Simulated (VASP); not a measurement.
# SnO2: single point with PBEsol

The system is SnO2.

```
CELL_PARAMETERS angstrom
4.76872 0.00000 0.00000
0.00000 4.76872 0.00000
0.00000 0.00000 3.21137
ATOMIC_POSITIONS crystal
Sn 0.00000 0.00000 0.96653
Sn 0.50000 0.50000 0.53347
O 0.21763 0.39497 0.01921
O 0.28237 0.89497 0.48079
O 0.78237 0.60503 0.01921
O 0.71763 0.10503 0.48079
```

This cell differs from its parent crystal: atoms displaced along several vibrational modes.

```json
{
  "Program": "VASP 6.6.1",
  "Task": "single point",
  "Functional": "PBEsol",
  "Potentials or basis": "VASP PAW PBE potentials, release 64 (Sn_d, O)",
  "Cutoff": "520 eV",
  "k mesh": "6 × 6 × 8",
  "Occupations": "gaussian, width 0.05 eV",
  "Spin": "no spin polarisation"
}
```

```json
{
 "Pressure": "-8.2 GPa",
 "Largest force": "2.237 eV/Å",
 "Band gap on the k mesh": "0.35 eV"
}
```

Forces in eV/Å, atoms in the order of the input:
```
Sn   0.000  0.000  0.659
Sn   0.000  0.000 -0.659
O    2.070 -0.826 -0.192
O   -2.070 -0.826  0.192
O   -2.070  0.826 -0.192
O    2.070  0.826  0.192
```

Stress tensor (GPa, compression positive):
```
 -5.42   0.00   0.00
  0.00  -7.77   0.00
  0.00   0.00 -11.50
```

Levels at points of the mesh, in eV from the valence-band top:
| k point | band 23 | band 24 | band 25 | band 26 | band 27 | band 28 | band 29 | band 30 |
| --- | --- | --- | --- | --- | --- | --- | --- | --- |
| (0.00, 0.00, 0.00) | -1.03 | -1.00 | -0.32 | 0.00 | 0.35 | 4.31 | 5.81 | 6.28 |
| (0.50, 0.00, 0.00) | -1.41 | -1.41 | -0.72 | -0.72 | 2.68 | 2.68 | 5.40 | 5.40 |
| (0.00, 0.50, 0.00) | -1.23 | -1.23 | -0.53 | -0.53 | 3.26 | 3.26 | 7.10 | 7.10 |
| (0.50, 0.50, 0.00) | -1.71 | -1.71 | -0.47 | -0.47 | 3.72 | 3.72 | 5.72 | 5.72 |
| (0.00, 0.00, 0.50) | -2.27 | -1.92 | -0.16 | -0.14 | 3.74 | 4.12 | 7.40 | 7.87 |
| (0.50, 0.00, 0.50) | -1.78 | -1.78 | -0.76 | -0.76 | 4.47 | 4.47 | 6.99 | 6.99 |
| (0.00, 0.50, 0.50) | -1.48 | -1.48 | -0.01 | -0.01 | 4.00 | 4.00 | 5.71 | 5.71 |
| (0.50, 0.50, 0.50) | -1.69 | -1.69 | -0.54 | -0.54 | 3.61 | 3.61 | 7.59 | 7.59 |

Run time: 2.5 min on 1 thread of Intel Xeon 8259CL (shared host), peak memory 0.28 GiB.

Caveat: the cell differs from its parent crystal (atoms displaced along several vibrational modes); the stress differs along the axes, from -12 to -5 GPa; semilocal functionals underestimate gaps, and a narrow one can read as zero; the PAW data sets were made with another functional, which shifts forces and pressure a little; spin-orbit coupling is left out, which moves the levels of the heavy elements.
